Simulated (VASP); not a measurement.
A run of VASP 6.6.1 is set up as follows.

The input POSCAR:

```
C
1.0
    2.3975784453      0.0000000000      0.0000000000
   -1.1987892226      2.0763638412      0.0000000000
    0.0000000000      0.0000000000      6.5909172000
C
4
Direct
    0.0000000000      0.0000000000      0.0000000000
    0.0000000000      0.0000000000      0.5000000000
    0.3333333333      0.6666666667      0.0050000000
    0.6666666667      0.3333333333      0.5050000000
```

File INCAR.step1:

```
ALGO = Normal ; EDIFF = 1E-4
ENCUT = 520 ; GGA = PE
ISMEAR = 0 ; LASPH = True
LCHARG = False ; LREAL = False
LWAVE = True ; NBANDS = 16
NELM = 60 ; PREC = Accurate
SIGMA = 0.1
```

INCAR.step2

```
ALGO = Normal ; EDIFF = 1E-7
ENCUT = 520 ; ISIF = 2
ISMEAR = 0 ; ISTART = 1
LASPH = True ; LCHARG = True
LELF = True ; LMIXTAU = True
LREAL = False ; LVHAR = True
LWAVE = False ; METAGGA = R2SCAN
NBANDS = 16 ; NELM = 60
PREC = Accurate ; SIGMA = 0.1
```

The input KPOINTS:

```
k-points
0
Gamma
  21 21 6
```

Potentials or basis: VASP PAW PBE potentials, release 64 (C).

Launch:

```sh
$ cat potpaw_PBE.64/C/POTCAR > POTCAR
$ cp INCAR.step1 INCAR
$ mpirun -np 1 vasp_std > vasp.out
$ cp INCAR.step2 INCAR
$ mpirun -np 1 vasp_std > vasp.out
```

**Question.** Predict the largest force.

**Answer.** 0.563 eV/Å.

**Question.** Estimate the band gap on the k mesh.

**Answer.** Zero (bands 8 and 9 overlap by 0.03 eV).

**Question.** What does it give for the pressure?

**Answer.** 24.4 GPa.

Forces on the atoms (eV/Å):
```
C    0.000  0.000  0.563
C    0.000  0.000  0.563
C    0.000  0.000 -0.563
C    0.000  0.000 -0.563
```

Caveat: the cell differs from its parent crystal (strained); the cell stands under pressure; the PAW data sets were made with another functional, which shifts forces and pressure a little.
